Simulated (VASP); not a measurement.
# Nb in VASP: notebook, part 2 of 2

VASP 6.6.1.

## (4) Single point, LDA (zz strain of +2 %)

File INCAR:

```
SYSTEM = Nb
PREC     = Accurate       ! precision mode
ENCUT    = 520            ! plane-wave cutoff, eV
EDIFF    = 1E-6           ! SCF threshold, eV
ISMEAR   = -1             ! smearing method
SIGMA    = 0.03           ! smearing width, eV
LREAL    = .False.        ! projectors in reciprocal space
LASPH    = .True.         ! aspherical terms in the spheres
NELM     = 100            ! most SCF steps
ALGO     = Normal         ! electronic algorithm
ISIF     = 2              ! what is computed and relaxed
LWAVE    = .False.        ! write WAVECAR
LCHARG   = .False.        ! write CHGCAR
GGA      = CA             ! functional
NBANDS   = 12             ! bands
```

File KPOINTS:

```
Automatic mesh
0
Gamma
  13 13 13
  0 0 0
```

File POSCAR:

```
Nb
1.0
    0.0000000000      2.1150000000      2.1573000000
    2.1150000000      0.0000000000      2.1573000000
    2.1150000000      2.1150000000      0.0000000000
Nb
1
Direct
    0.0000000000      0.0000000000      0.0000000000
```

Potentials or basis: VASP PAW LDA potentials, release 64 (Nb_sv).

Run with:

```
$ cat potpaw_LDA.64/Nb_sv/POTCAR > POTCAR
$ mpirun -np 1 vasp_std > vasp.out
```

OUTCAR:

```text
SYSTEM = Nb
   PREC = Accurate
   ENCUT = 520
   EDIFF = 1E-6
   ISMEAR = -1
   LREAL = .False.
   LASPH = .True.
   NELM = 100
   ISIF = 2
   GGA = CA

 ion  position               nearest neighbor table
   1  0.000  0.000  0.000-

  LATTYP: Found a body centered tetragonal cell.
 ALAT       =     2.9910616844
 C/A-ratio  =     1.4424978336

  Lattice vectors:

 A1 = (  -2.1150000000,   0.0000000000,   2.1573000000)
 A2 = (   2.1150000000,   0.0000000000,   2.1573000000)
 A3 = (   0.0000000000,   2.1150000000,  -2.1573000000)

Analysis of symmetry for initial positions (statically):
=====================================================================
 Subroutine PRICEL returns:
 Original cell was already a primitive cell.

 Routine SETGRP: Setting up the symmetry group for a
 body centered tetragonal supercell.

 Subroutine GETGRP returns: Found 16 space group operations
 (whereof 16 operations were pure point group operations)
 out of a pool of 16 trial point group operations.

The static configuration has the point symmetry D_4h.

Analysis of symmetry for dynamics (positions and initial velocities):
=====================================================================
 Subroutine PRICEL returns:
[... 159 lines left out ...]
 Fermi energy:        10.3505663221

 k-point     1 :       0.0000    0.0000    0.0000
  band No.  band energies     occupation
      1     -44.1349      2.00000
      2     -19.7288      2.00000
      3     -19.7257      2.00000
      4     -19.7257      2.00000
      5       4.2539      2.00000
      6      10.3346      1.26059
      7      10.5592      0.00191
      8      10.5592      0.00191
      9      12.7997      0.00000
     10      13.0991      0.00000
     11      22.2353      0.00000
     12      26.4489      0.00000
[... 331 lines left out ...]
 k-point    24 :       0.4615    0.1538    0.0000
  band No.  band energies     occupation
      1     -43.9565      2.00000
      2     -20.6838      2.00000
      3     -20.0064      2.00000
      4     -19.9112      2.00000
      5       7.2589      2.00000
      6       9.3713      2.00000
      7      10.3005      1.68325
      8      11.2021      0.00000
      9      14.8902      0.00000
     10      15.3663      0.00000
     11      20.8051      0.00000
     12      23.7076      0.00000

 [... further k-points ...]
[... 5 lines left out ...]
  --------------------------------------------------------------------------------------
  -------------------------------------------------------------------------------------
  Total       -1.7952355     -1.7952355     -1.2134963      0.0000000      0.0000000      0.0000000
  in kB     -149.0289762   -149.0289762   -100.7367056      0.0000000      0.0000000      0.0000000
  external PRESSURE =    -132.9315527 kB  Pullay stress =       0.0000000 kB

 VOLUME and BASIS-vectors are now :
 -----------------------------------------------------------------------------
  energy-cutoff  :      520.00
  volume of cell :       19.30
      direct lattice vectors                 reciprocal lattice vectors
     0.000000000  2.115000000  2.157300000    -0.236406619  0.236406619  0.231771195
     2.115000000  0.000000000  2.157300000     0.236406619 -0.236406619  0.231771195
     2.115000000  2.115000000  0.000000000     0.236406619  0.236406619 -0.231771195

 POSITION                                       TOTAL-FORCE (eV/Angst)
 -----------------------------------------------------------------------------------
      0.00000      0.00000      0.00000         0.000000      0.000000      0.000000
 -----------------------------------------------------------------------------------
    total drift:                               -0.000000      0.000000      0.000000

  FREE ENERGIE OF THE ION-ELECTRON SYSTEM (eV)
  ---------------------------------------------------
  free  energy   TOTEN  =       -10.8260613485 eV

  energy  without entropy=      -10.8211547049  energy(sigma->0) =      -10.82360803
```

stdout:

```text
POSCAR found type information on POSCAR Nb
 POSCAR found :  1 types and       1 ions
 scaLAPACK will be used
 LDA part: xc-table for (Slater(with rela. corr.)+CA(PZ))
 , standard interpolation
 POSCAR, INCAR and KPOINTS ok, starting setup
 FFT: planning ... GRIDC
 FFT: planning ... GRID_SOFT
 FFT: planning ... GRID
 WAVECAR not read
 entering main loop
```

Run time: 23 s. Hardware: 1 thread of Intel Xeon 6975P-C, shared host; peak memory 0.16 GiB.

Results:

```
Free energy : -10.8261 eV
Pressure    : -13.3 GPa
```

Stress tensor (GPa, compression positive):
```
-14.90   0.00   0.00
  0.00 -14.90   0.00
  0.00   0.00 -10.07
```

Caveat: the cell differs from its parent crystal (zz strain of +2 %).

## (5) Single point, LDA (volume scaled by 0.96)

File INCAR:

```
PREC = Accurate
ENCUT = 520
EDIFF = 1E-6
ISMEAR = -1
SIGMA = 0.03
LREAL = False
LASPH = True
NELM = 100
ALGO = Normal
ISIF = 2
LWAVE = False
LCHARG = False
GGA = CA
NBANDS = 12
```

File KPOINTS:

```
regular mesh
0
Gamma
  13 13 13
```

File POSCAR:

```
Nb
1.0
    0.0000000000      2.0864154149      2.0864154149
    2.0864154149      0.0000000000      2.0864154149
    2.0864154149      2.0864154149      0.0000000000
Nb
1
Direct
    0.0000000000      0.0000000000      0.0000000000
```

Run with:

```
$ cat potpaw_LDA.64/Nb_sv/POTCAR > POTCAR
$ mpirun -np 1 vasp_std > vasp.out
```

Run time: 19 s. Hardware: 1 thread of Intel Xeon 8259CL, shared host; peak memory 0.14 GiB.

It converged, with:

- Free energy: -10.8837 eV
- Pressure: -4.0 GPa

Levels at points of the mesh, in eV from the Fermi level:
```csv
k point,band 4,band 5,band 6,band 7,band 8,band 9
"(0.00, 0.00, 0.00)",-29.92,-6.26,0.07,0.07,0.07,2.77
```

## (6) Single point, LDA (volume scaled by 0.99)

File INCAR:

```
ALGO     = Normal         # electronic algorithm
EDIFF    = 1E-6           # SCF threshold, eV
ENCUT    = 520            # plane-wave cutoff, eV
ISIF     = 2              # what is computed and relaxed
ISMEAR   = -1             # smearing method
LASPH    = T              # aspherical terms in the spheres
LCHARG   = T              # write CHGCAR
LELF     = T              # ELF
LREAL    = F              # projectors in reciprocal space
LVHAR    = T            
LWAVE    = F              # write WAVECAR
NBANDS   = 12             # bands
NELM     = 100            # most SCF steps
PREC     = Accurate       # precision mode
SIGMA    = 0.03           # smearing width, eV
```

File KPOINTS:

```
k-points
0
Gamma
  13 13 13
```

File POSCAR:

```
Nb
1.0
    0.0000000000      2.1079263686      2.1079263686
    2.1079263686      0.0000000000      2.1079263686
    2.1079263686      2.1079263686      0.0000000000
Nb
1
Direct
    0.0000000000      0.0000000000      0.0000000000
```

Potentials or basis: VASP PAW LDA potentials, release 64 (Nb_sv).

Run with:

```
$ cat potpaw_LDA.64/Nb_sv/POTCAR > POTCAR
$ mpirun -np 1 vasp_std > vasp.out
```

OUTCAR:

```text
EDIFF = 1E-6
   ENCUT = 520
   ISIF = 2
   ISMEAR = -1
   LASPH = T
   LREAL = F
   NELM = 100
   PREC = Accurate

 ion  position               nearest neighbor table
   1  0.000  0.000  0.000-

  LATTYP: Found a face centered cubic cell.
 ALAT       =     4.2158527372

  Lattice vectors:

 A1 = (   0.0000000000,   2.1079263686,   2.1079263686)
 A2 = (   2.1079263686,   0.0000000000,   2.1079263686)
 A3 = (   2.1079263686,   2.1079263686,   0.0000000000)

Analysis of symmetry for initial positions (statically):
=====================================================================
 Subroutine PRICEL returns:
 Original cell was already a primitive cell.

 Routine SETGRP: Setting up the symmetry group for a
 face centered cubic supercell.

 Subroutine GETGRP returns: Found 48 space group operations
 (whereof 48 operations were pure point group operations)
 out of a pool of 48 trial point group operations.

The static configuration has the point symmetry O_h .

Analysis of symmetry for dynamics (positions and initial velocities):
=====================================================================
 Subroutine PRICEL returns:
 Original cell was already a primitive cell.

 Routine SETGRP: Setting up the symmetry group for a
 face centered cubic supercell.

 Subroutine GETGRP returns: Found 48 space group operations
 (whereof 48 operations were pure point group operations)
 out of a pool of 48 trial point group operations.

The dynamic configuration has the point symmetry O_h .

 Subroutine INISYM returns: Found 48 space group operations
 (whereof 48 operations are pure point group operations),
 and found     1 'primitive' translations

----------------------------------------------------------------------------------------

                                     Primitive cell

  volume of cell :      18.7325

  direct lattice vectors                    reciprocal lattice vectors
     0.000000000  2.107926369  2.107926369    -0.237199936  0.237199936  0.237199936
     2.107926369  0.000000000  2.107926369     0.237199936 -0.237199936  0.237199936
     2.107926369  2.107926369  0.000000000     0.237199936  0.237199936 -0.237199936

  length of vectors
     2.981058059  2.981058059  2.981058059     0.410842341  0.410842341  0.410842341

  position of ions in fractional coordinates (direct lattice)
     0.000000000  0.000000000  0.000000000

  ion indices of the primitive-cell ions
   primitive index   ion index
                 1           1

----------------------------------------------------------------------------------------

 KPOINTS: k-points

Automatic generation of k-mesh.
 Grid dimensions read from file:
 generate k-points for:   13   13   13

 Generating k-lattice:

  Cartesian coordinates                     Fractional coordinates (reciprocal lattice)
    -0.018246149  0.018246149  0.018246149     0.076923077  0.000000000  0.000000000
     0.018246149 -0.018246149  0.018246149     0.000000000  0.076923077  0.000000000
     0.018246149  0.018246149 -0.018246149     0.000000000  0.000000000  0.076923077

  Length of vectors
     0.031603257  0.031603257  0.031603257

  Shift w.r.t. Gamma in fractional coordinates (k-lattice)
     0.000000000  0.000000000  0.000000000

 Subroutine IBZKPT returns following result:
 ===========================================

 Found     84 irreducible k-points:

 Following reciprocal coordinates:
            Coordinates               Weight
  0.000000  0.000000  0.000000      1.000000
  0.076923  0.000000  0.000000      8.000000
  0.153846  0.000000  0.000000      8.000000
  0.230769  0.000000  0.000000      8.000000
  0.307692  0.000000  0.000000      8.000000
  0.384615  0.000000  0.000000      8.000000
[... 16 lines left out ...]
  0.384615  0.153846  0.000000     24.000000
  0.461538  0.153846  0.000000     24.000000
 [... further k-points ...]
   k-points           NKPTS =     84   k-points in BZ     NKDIM =     84   number of bands    NBANDS=     12
   number of dos      NEDOS =    301   number of ions     NIONS =      1
   total plane-waves  NPLWV =  13824
   dimension x,y,z NGX =    24 NGY =   24 NGZ =   24
   dimension x,y,z NGXF=    48 NGYF=   48 NGZF=   48
   ions per type =               1
   NGX,Y,Z   is equivalent  to a cutoff of  13.38, 13.38, 13.38 a.u.
   NGXF,Y,Z  is equivalent  to a cutoff of  26.77, 26.77, 26.77 a.u.
 SYSTEM =  unknown system
   PREC   = accura    normal or accurate (medium, high low for compatibility)
   ISTART =      0    job   : 0-new  1-cont  2-samecut
   ICHARG =      2    charge: 1-file 2-atom 10-const
   ISPIN  =      1    spin polarized calculation?
   LNONCOLLINEAR =      F non collinear calculations
   LSORBIT =      F    spin-orbit coupling
   LASPH  =      T    aspherical Exc in radial PAW
   ENCUT  =  520.0 eV  38.22 Ry    6.18 a.u.   5.54  5.54  5.54*2*pi/ulx,y,z
   NELM   =    100;   NELMIN=  2; NELMDL= -5     # of ELM steps
   EDIFF  = 0.1E-05   stopping-criterion for ELM
   LREAL  =      F    real-space projection
   EDIFFG = 0.1E-04   stopping-criterion for IOM
   NSW    =      0    number of steps for IOM
   IBRION =     -1    ionic relax: 0-MD 1-quasi-New 2-CG
   NFREE  =      0    steps in history (QN), initial steepest desc. (CG)
   ISIF   =      2    stress and relaxation
   ISYM   =      2    0-nonsym 1-usesym 2-fastsym
   POTIM  = 0.5000    time-step for ionic-motion
   TEBEG  =    0.0;   TEEND  =   0.0 temperature during run
   PSTRESS=    0.0 pullay stress
   NELECT =      13.0000    total number of electrons
   NUPDOWN=      -1.0000    fix difference up-down
   EMIN   =  10.00;   EMAX   =-10.00  energy-range for DOS
   EFERMI =   0.00;   METHOD = LEGACY
   ISMEAR =    -1;   SIGMA  =   0.03  broadening in eV -4-tet -1-fermi 0-gaus
   EFERMI_NEDOS =   21; number of points for ismear=-14 and -15
   IALGO  =     38    algorithm
   IMIX   =      4    mixing-type and parameters
     AMIX     =   0.40;   BMIX     =  1.00
     AMIX_MAG =   1.60;   BMIX_MAG =  1.00
  volume/ion in A,a.u.               =      18.73       126.41
  Fermi-wavevector in a.u.,A,eV,Ry     =   1.449408  2.738983 28.582877  2.100782
  Thomas-Fermi vector in A             =   2.567138
   LORBIT       =      0    0 simple, 1 ext, 2 COOP (PROOUT), +10 PAW based schemes
   GGA     = CA    functional components
   LHFCALC =     F    Hartree Fock is set to
   AEXX    =    0.0000 exact exchange contribution
   IVDW    =     0    specifies the selected vdW correction
   LEPSILON=     F    determine dielectric tensor
   LRPA    =     F    only Hartree local field effects (RPA)
 non-spin polarized calculation
  energy-cutoff  :      520.00
  volume of cell :       18.73
 maximum number of plane-waves:       531
 NGX is ok and might be reduce to    24
   NGX = 11   NGY = 11   NGZ = 11

 number of electron      13.0000001 magnetization

 Free energy of the ion-electron system (eV)
  ---------------------------------------------------
  ext. energy  EPLUGINS =         0.00000000
  ---------------------------------------------------
  free energy    TOTEN  =       -10.86104176 eV

  energy without entropy =      -10.85594936  energy(sigma->0) =      -10.85849556

 E-fermi :  10.7691     XC(G=0): -12.5178

 val. band max:       10.7515761509   @ k =  -0.4615   0.2308   0.0000
 cond. band min:      10.7732815198   @ k =   0.3846   0.2308   0.0000
 fundamental gap:      0.0217053690
 Fermi energy:        10.7691262195

 k-point     1 :       0.0000    0.0000    0.0000
  band No.  band energies     occupation
      1     -43.6904      2.00000
      2     -19.2287      2.00000
      3     -19.2287      2.00000
      4     -19.2287      2.00000
      5       4.5909      2.00000
      6      10.8752      0.05662
      7      10.8752      0.05662
      8      10.8752      0.05662
      9      13.4531      0.00000
     10      13.4531      0.00000
     11      22.6756      0.00000
     12      27.3878      0.00000

 k-point     2 :       0.0769    0.0000    0.0000
  band No.  band energies     occupation
      1     -43.6791      2.00000
      2     -19.3029      2.00000
      3     -19.2379      2.00000
      4     -19.2379      2.00000
      5       4.8115      2.00000
      6      10.7086      1.76555
      7      10.9757      0.00205
      8      10.9757      0.00205
      9      13.3656      0.00000
     10      13.3656      0.00000
     11      23.1149      0.00000
     12      26.5286      0.00000
[... 316 lines left out ...]
 k-point    24 :       0.4615    0.1538    0.0000
  band No.  band energies     occupation
      1     -43.4858      2.00000
      2     -20.2910      2.00000
      3     -19.5231      2.00000
      4     -19.4499      2.00000
      5       7.5866      2.00000
      6       9.7717      2.00000
      7      10.7817      0.79348
      8      11.5069      0.00000
      9      15.5288      0.00000
     10      15.9650      0.00000
     11      21.5486      0.00000
     12      24.3727      0.00000

 [... further k-points ...]
[... 5 lines left out ...]
  --------------------------------------------------------------------------------------
  -------------------------------------------------------------------------------------
  Total       -1.0444082     -1.0444082     -1.0444082     -0.0000000     -0.0000000      0.0000000
  in kB      -89.3273728    -89.3273728    -89.3273728     -0.0000000     -0.0000000      0.0000000
  external PRESSURE =     -89.3273728 kB  Pullay stress =       0.0000000 kB

 VOLUME and BASIS-vectors are now :
 -----------------------------------------------------------------------------
  energy-cutoff  :      520.00
  volume of cell :       18.73
      direct lattice vectors                 reciprocal lattice vectors
     0.000000000  2.107926369  2.107926369    -0.237199936  0.237199936  0.237199936
     2.107926369  0.000000000  2.107926369     0.237199936 -0.237199936  0.237199936
     2.107926369  2.107926369  0.000000000     0.237199936  0.237199936 -0.237199936

 POSITION                                       TOTAL-FORCE (eV/Angst)
 -----------------------------------------------------------------------------------
      0.00000      0.00000      0.00000         0.000000      0.000000      0.000000
 -----------------------------------------------------------------------------------
    total drift:                               -0.000000     -0.000000     -0.000000

  FREE ENERGIE OF THE ION-ELECTRON SYSTEM (eV)
  ---------------------------------------------------
  free  energy   TOTEN  =       -10.8610417567 eV

  energy  without entropy=      -10.8559493576  energy(sigma->0) =      -10.85849556
```

Wall time 20 s (1 thread of Intel Xeon 8259CL, shared host); peak memory 0.14 GiB.

What came out:

| Quantity | Value |
| --- | --- |
| Free energy | -10.8610 eV |
| Pressure | -8.9 GPa |

Levels at points of the mesh, in eV from the Fermi level:
| k point | band 2 | band 3 | band 4 | band 5 | band 6 | band 7 | band 8 | band 9 | band 10 | band 11 |
| --- | --- | --- | --- | --- | --- | --- | --- | --- | --- | --- |
| (0.00, 0.00, 0.00) | -30.00 | -30.00 | -30.00 | -6.18 | 0.11 | 0.11 | 0.11 | 2.68 | 2.68 | 11.91 |

## (7) Summary

| cell | gap on the mesh (eV) | pressure (GPa) |
| --- | --- | --- |
| a = 2.961, b = 2.961, c = 2.991 Å, angles 59.7, 59.7, 60.7°, 1 atom | none | -7.5 |
| a = 3.006, b = 3.006, c = 2.991 Å, angles 60.2, 60.2, 59.7°, 1 atom | none | -11.9 |
| a = 3.021, b = 3.021, c = 2.991 Å, angles 60.3, 60.3, 59.3°, 1 atom | none | -13.3 |
| a = 2.951 Å, angles 60.0°, 1 atom | none | -4.0 |
| a = 2.981 Å, angles 60.0°, 1 atom | none | -8.9 |

Alike in all rows: task single point; level LDA; potentials or basis VASP PAW LDA potentials, release 64 (Nb_sv); no spin polarisation; k mesh 13 × 13 × 13; cutoff (eV) 520; smearing fermi-dirac 0.03 eV.

Total energies depend on the potentials used, so only differences within one code and one set of settings carry meaning.
